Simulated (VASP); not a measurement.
# Zn2B3 (P4/mbm) in VASP: further runs

Zn2B3 is run at these levels: PBE; tasks: relaxation of cell and atoms.

Everything below comes from runs of VASP 6.6.1. Logs are shortened: lines on timing, memory, paths and dates and some standing lists are left out, and cuts for length are marked.

### 1 The cell of the first run

It takes space group P4/mbm (No. 127, tetragonal). The conventional cell has a = 5.879 Å, b = 5.879 Å, c = 2.973 Å, α = 90.00°, β = 90.00°, γ = 90.00°. Zn (site symmetry m2m) has 1 Zn at 2.00 Å and 8 B at 2.23 to 2.34 Å within 2.6 Å. B (site symmetry m2m) has 6 Zn at 2.23 to 2.33 Å and 11 B at 2.62 to 3.05 Å within 3.1 Å. Within 3.1 Å of B (site symmetry 4/m) lie 4 Zn at 2.34 Å and 10 B at 2.62 to 2.97 Å.

The cell was built from a structure type or drawn by symmetry, and may not be a known phase.

### 2 Relaxation of cell and atoms, PBE

File INCAR:

```
PREC = Accurate
ENCUT = 500
EDIFF = 1E-7
ISMEAR = 0
SIGMA = 0.2
LREAL = False
LASPH = True
NELM = 120
ALGO = Normal
ISIF = 3
LWAVE = False
LCHARG = False
GGA = PE
IBRION = 2
NSW = 36
EDIFFG = -0.08
GGA_COMPAT = False
NELMIN = 4
```

File KPOINTS:

```
regular mesh
0
Gamma
  3 3 5
```

File POSCAR:

```
Zn2B3
1.0
    5.8792381600      0.0000000000      0.0000000000
    0.0000000000      5.8792381600      0.0000000000
    0.0000000000      0.0000000000      2.9727439700
Zn B
4 6
Direct
    0.8800000000      0.3800000000      0.0000000000
    0.6200000000      0.8800000000      0.0000000000
    0.1200000000      0.6200000000      0.0000000000
    0.3800000000      0.1200000000      0.0000000000
    0.6800000100      0.1800000100      0.5000000000
    0.8199999900      0.6800000100      0.5000000000
    0.3199999900      0.8199999900      0.5000000000
    0.1800000100      0.3199999900      0.5000000000
    0.5000000000      0.5000000000      0.0000000000
    0.0000000000      0.0000000000      0.0000000000
```

Potentials or basis: VASP PAW PBE potentials, release 64 (Zn, B).

Command:

```console
cat potpaw_PBE.64/Zn/POTCAR potpaw_PBE.64/B/POTCAR > POTCAR
mpirun -np 1 vasp_std > vasp.out
```

OUTCAR:

```text
PREC = Accurate
   ENCUT = 500
   EDIFF = 1E-7
   ISMEAR = 0
   LREAL = False
   LASPH = True
   NELM = 120
   ISIF = 3
   GGA = PE
   IBRION = 2
   NSW = 36
   EDIFFG = -0.08
   NELMIN = 4

 ion  position               nearest neighbor table
   1  0.880  0.380  0.000-   3 2.00   5 2.23   5 2.23   8 2.33   6 2.33   6 2.33   8 2.33  10 2.34
                             9 2.34
   2  0.620  0.880  0.000-   4 2.00   6 2.23   6 2.23   7 2.33   5 2.33   5 2.33   7 2.33  10 2.34
                             9 2.34
   3  0.120  0.620  0.000-   1 2.00   7 2.23   7 2.23   8 2.33   6 2.33   6 2.33   8 2.33  10 2.34
                             9 2.34
   4  0.380  0.120  0.000-   2 2.00   8 2.23   8 2.23   5 2.33   5 2.33   7 2.33   7 2.33  10 2.34
                             9 2.34
   5  0.680  0.180  0.500-   1 2.23   1 2.23   4 2.33   2 2.33   2 2.33   4 2.33
   6  0.820  0.680  0.500-   2 2.23   2 2.23   3 2.33   1 2.33   1 2.33   3 2.33
   7  0.320  0.820  0.500-   3 2.23   3 2.23   4 2.33   2 2.33   2 2.33   4 2.33
   8  0.180  0.320  0.500-   4 2.23   4 2.23   1 2.33   1 2.33   3 2.33   3 2.33
   9  0.500  0.500  0.000-   1 2.34   2 2.34   3 2.34   4 2.34
  10  0.000  0.000  0.000-   1 2.34   2 2.34   3 2.34   4 2.34

  LATTYP: Found a simple tetragonal cell.
 ALAT       =     5.8792381600
 C/A-ratio  =     0.5056342147

  Lattice vectors:

 A1 = (   5.8792381600,   0.0000000000,   0.0000000000)
 A2 = (   0.0000000000,   5.8792381600,   0.0000000000)
 A3 = (   0.0000000000,   0.0000000000,   2.9727439700)

Analysis of symmetry for initial positions (statically):
=====================================================================
 Subroutine PRICEL returns:
 Original cell was already a primitive cell.

 Routine SETGRP: Setting up the symmetry group for a
 simple tetragonal supercell.

 Subroutine GETGRP returns: Found 16 space group operations
 (whereof  8 operations were pure point group operations)
 out of a pool of 16 trial point group operations.

The static configuration has the point symmetry C_4h.
 The point group associated with its full space group is D_4h.

Analysis of symmetry for dynamics (positions and initial velocities):
=====================================================================
 Subroutine PRICEL returns:
 Original cell was already a primitive cell.

 Routine SETGRP: Setting up the symmetry group for a
 simple tetragonal supercell.

 Subroutine GETGRP returns: Found 16 space group operations
 (whereof  8 operations were pure point group operations)
 out of a pool of 16 trial point group operations.

The dynamic configuration has the point symmetry C_4h.
 The point group associated with its full space group is D_4h.

 Subroutine INISYM returns: Found 16 space group operations
 (whereof  8 operations are pure point group operations),
 and found     1 'primitive' translations

[... 118 lines left out ...]
   LORBIT       =      0    0 simple, 1 ext, 2 COOP (PROOUT), +10 PAW based schemes
   GGA     = PE    functional components
   LHFCALC =     F    Hartree Fock is set to
   AEXX    =    0.0000 exact exchange contribution
   IVDW    =     0    specifies the selected vdW correction
   LEPSILON=     F    determine dielectric tensor
   LRPA    =     F    only Hartree local field effects (RPA)
 conjugate gradient relaxation of ions
 non-spin polarized calculation
 Gauss-broadening in eV      SIGMA  =   0.20
  energy-cutoff  :      500.00
  volume of cell :      102.75
 maximum number of plane-waves:      2623
 NGX is ok and might be reduce to    48
   NGX = 21   NGY = 21   NGZ = 11

--------------------------------------- Ionic step        1  -------------------------------------------

 number of electron      66.0000044 magnetization

 Free energy of the ion-electron system (eV)
  ---------------------------------------------------
  ext. energy  EPLUGINS =         0.00000000
  ---------------------------------------------------
  free energy    TOTEN  =       -26.58593238 eV

  energy without entropy =      -26.52500247  energy(sigma->0) =      -26.55546742

------------------------ aborting loop because EDIFF is reached ----------------------------------------

  FORCE on cell =-STRESS in cart. coord.  units (eV):
  Direction    XX          YY          ZZ          XY          YZ          ZX
  --------------------------------------------------------------------------------------
  -------------------------------------------------------------------------------------
  Total       14.0049483     14.0049483      2.0720235      0.0000000     -0.0000000      0.0000000
  in kB      218.3697505    218.3697505     32.3076708      0.0000000     -0.0000000      0.0000000
  external PRESSURE =     156.3490573 kB  Pullay stress =       0.0000000 kB
[... 113 lines left out ...]
  FREE ENERGIE OF THE ION-ELECTRON SYSTEM (eV)
  ---------------------------------------------------
  free  energy   TOTEN  =       -28.4004637124 eV

  energy  without entropy=      -28.2961601630  energy(sigma->0) =      -28.34831194

[... ionic steps 4 to 20 ...]

--------------------------------------- Ionic step       21  -------------------------------------------

 number of electron      66.0000003 magnetization

------------------------ aborting loop because EDIFF is reached ----------------------------------------
[... 39 lines left out ...]
--------------------------------------- Ionic step       22  -------------------------------------------

 number of electron      66.0000029 magnetization

 E-fermi :   3.8589     XC(G=0): -11.3923

 val. band max:        3.7780634525   @ k =   0.3333   0.0000   0.4000
 cond. band min:       3.8863856452   @ k =   0.3333   0.0000   0.4000
 fundamental gap:      0.1083221926
 Fermi energy:         3.8588822832

 k-point     1 :       0.0000    0.0000    0.0000
  band No.  band energies     occupation
      1      -8.5363      2.00000
      2      -6.2077      2.00000
      3      -5.2124      2.00000
      4      -4.8859      2.00000
      5      -4.8859      2.00000
      6      -4.5044      2.00000
[... 410 lines left out ...]
--------------------------------------- Ionic step       23  -------------------------------------------

 number of electron      65.9999879 magnetization

 Free energy of the ion-electron system (eV)
  ---------------------------------------------------
  ext. energy  EPLUGINS =         0.00000000
  ---------------------------------------------------
  free energy    TOTEN  =       -32.57885496 eV

  energy without entropy =      -32.50596742  energy(sigma->0) =      -32.54241119

 E-fermi :   3.9479     XC(G=0): -11.4280

 val. band max:        3.9196542040   @ k =   0.3333   0.0000   0.4000
 cond. band min:       4.0066916602   @ k =   0.3333   0.3333   0.0000
 fundamental gap:      0.0870374562
 Fermi energy:         3.9479241338

 k-point     1 :       0.0000    0.0000    0.0000
  band No.  band energies     occupation
      1      -8.5094      2.00000
      2      -6.0927      2.00000
      3      -5.2049      2.00000
      4      -4.9274      2.00000
      5      -4.9274      2.00000
      6      -4.4723      2.00000
[... 404 lines left out ...]
  FREE ENERGIE OF THE ION-ELECTRON SYSTEM (eV)
  ---------------------------------------------------
  free  energy   TOTEN  =       -32.5788549556 eV

  energy  without entropy=      -32.5059674156  energy(sigma->0) =      -32.54241119

 reached required accuracy - stopping structural energy minimisation
```

OSZICAR:

```text
N       E                     dE             d eps       ncg     rms          rms(c)
DAV:   1     0.445840075553E+03    0.44584E+03   -0.30463E+04   702   0.224E+03
DAV:   2     0.141136377015E+02   -0.43173E+03   -0.42198E+03   702   0.460E+02
DAV:   3    -0.268937983300E+02   -0.41007E+02   -0.39843E+02   772   0.141E+02
[... 287 lines left out ...]
DAV:   7    -0.325788559759E+02   -0.18803E-05   -0.31091E-05   779   0.631E-02    0.103E-02
DAV:   8    -0.325788553767E+02    0.59912E-06   -0.31414E-06   826   0.207E-02    0.239E-03
DAV:   9    -0.325788551131E+02    0.26366E-06   -0.61268E-07   781   0.906E-03    0.119E-03
DAV:  10    -0.325788549701E+02    0.14302E-06   -0.12474E-07   386   0.662E-03    0.409E-04
DAV:  11    -0.325788549556E+02    0.14509E-07   -0.38673E-08   351   0.180E-03
  23 F= -.32578855E+02 E0= -.32542411E+02  d E =-.863929E-01
```

CONTCAR:

```text
Zn2B3
   1.00000000000000
     5.9922249796175162   -0.0000000000000000    0.0000000000000001
    -0.0000000000000000    5.9922249796175162    0.0000000000000001
    -0.0000000000000000   -0.0000000000000000    3.1082384739841951
  Zn              B
     4     6
Direct
     0.7862798819138009    0.2862798819138007    0.0000000000000000
     0.7137201180861991    0.7862798819138009    0.0000000000000000
     0.2137201180861993    0.7137201180861990    0.0000000000000000
     0.2862798819138007    0.2137201180861992    1.0000000000000000
     0.5950774529673553    0.0950774529673552    0.5000000000000000
     0.9049225470326447    0.5950774529673553    0.5000000000000000
     0.4049225470326446    0.9049225470326447    0.5000000000000000
     0.0950774529673552    0.4049225470326446    0.5000000000000000
     0.5000000000000000    0.5000000000000000    0.0000000000000000
     0.0000000000000000    0.0000000000000000    0.0000000000000000

  0.00000000E+00  0.00000000E+00  0.00000000E+00
  0.00000000E+00  0.00000000E+00  0.00000000E+00
  0.00000000E+00  0.00000000E+00  0.00000000E+00
  0.00000000E+00  0.00000000E+00  0.00000000E+00
  0.00000000E+00  0.00000000E+00  0.00000000E+00
  0.00000000E+00  0.00000000E+00  0.00000000E+00
  0.00000000E+00  0.00000000E+00  0.00000000E+00
  0.00000000E+00  0.00000000E+00  0.00000000E+00
  0.00000000E+00  0.00000000E+00  0.00000000E+00
  0.00000000E+00  0.00000000E+00  0.00000000E+00
```

Wall time 12 min (1 thread of AMD EPYC 9R45 (Zen 5), shared host); peak memory 0.2 GiB.

What came out:

```yaml
Free_energy: -32.5789 eV
Relaxed_volume: 11.16 Å³/atom
Relaxed_cell: a = 5.992 Å, b = 5.992 Å, c = 3.108 Å, α = 90.00°, β = 90.00°, γ = 90.00°
Space_group_after_relaxing_to_0.1_Å: P4/mbm (No. 127)
Pressure_after_relaxing: 0.8 GPa
Largest_force_after_relaxing: 0.024 eV/Å
Band_gap_on_the_k_mesh: zero (bands 33 and 34 overlap by 2.36 eV)
```

Forces on the atoms (eV/Å):
```
Zn  -0.007 -0.007  0.000
Zn   0.007 -0.007  0.000
Zn   0.007  0.007  0.000
Zn  -0.007  0.007  0.000
B   -0.017 -0.017  0.000
B    0.017 -0.017  0.000
B    0.017  0.017  0.000
B   -0.017  0.017  0.000
B    0.000  0.000  0.000
B    0.000  0.000  0.000
```

Stress tensor (GPa, compression positive):
```
0.90 0.00 0.00
0.00 0.90 0.00
0.00 0.00 0.53
```

Final structure:
```
CELL_PARAMETERS angstrom
5.99222 0.00000 0.00000
0.00000 5.99222 0.00000
0.00000 0.00000 3.10824
ATOMIC_POSITIONS crystal
Zn 0.78628 0.28628 0.00000
Zn 0.71372 0.78628 0.00000
Zn 0.21372 0.71372 0.00000
Zn 0.28628 0.21372 0.00000
B 0.59508 0.09508 0.50000
B 0.90492 0.59508 0.50000
B 0.40492 0.90492 0.50000
B 0.09508 0.40492 0.50000
B 0.50000 0.50000 0.00000
B 0.00000 0.00000 0.00000
```

Levels at points of the mesh, in eV from the Fermi level:
```tsv
k point	band 28	band 29	band 30	band 31	band 32	band 33	band 34	band 35	band 36	band 37
(0.00, 0.00, 0.00)	-4.78	-3.52	-0.61	0.37	0.91	0.91	1.69	3.06	3.06	3.23
```

Caveat: the k points lie up to 0.40 Å⁻¹ apart in the final cell, too coarse for converged energies and pressures of a metal.

(Continued in part 2 of 2.)
